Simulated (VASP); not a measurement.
Wanted: the native input for a VASP 6.6.1 run.

* Task: single point
* Functional: PBE
* Potentials or basis: VASP PAW PBE potentials, release 64 (Cu, O)
* Cutoff: 520 eV
* k mesh: 14 × 14 × 14
* Occupations: gaussian, width 0.15 eV
* Spin: no spin polarisation
* Dipole correction: no
* Further INCAR settings: ALGO = Normal; EDIFF = 1e-07; NBANDS = 30

The structure of Cu3O2 lies in POSCAR:

```
Cu3O2
1.0
   -2.0536500000      2.0536500000      3.8665000000
    2.0536500000     -2.0536500000      3.8665000000
    2.0536500000      2.0536500000     -3.8665000000
Cu O
3 2
Direct
    0.2500000000      0.7500000000      0.5000000000
    0.7500000000      0.2500000000      0.5000000000
    0.0000000000      0.0000000000      0.0000000000
    0.0000000000      0.5000000000      0.5000000000
    0.5000000000      0.0000000000      0.5000000000
```

These files were run (other wordings do the same):

INCAR

```
SYSTEM = Cu3O2
PREC = Accurate ; ENCUT = 520
EDIFF = 1E-7 ; ISMEAR = 0
SIGMA = 0.15 ; LREAL = .False.
LASPH = .True. ; NELM = 80
ALGO = Normal ; ISIF = 2
LWAVE = .False. ; LCHARG = .False.
GGA = PE ; NBANDS = 30
```

KPOINTS

```
Automatic mesh
0
Gamma
  14 14 14
  0 0 0
```

Potentials or basis: VASP PAW PBE potentials, release 64 (Cu, O).

The run is started by

```sh
$ cat potpaw_PBE.64/Cu/POTCAR potpaw_PBE.64/O/POTCAR > POTCAR
$ mpirun -np 1 vasp_std > vasp.out
```

It gave:

| Quantity | Value |
| --- | --- |
| Pressure | -9.7 GPa |
| Band gap on the k mesh | zero (an odd number of electrons rules out a gap without spin polarisation) |

Caveat: the stress differs along the axes, from -20 to -5 GPa.

Run time: 25 min on 1 thread of Intel Xeon 8259CL, with other jobs on the host, peak memory 0.48 GiB.
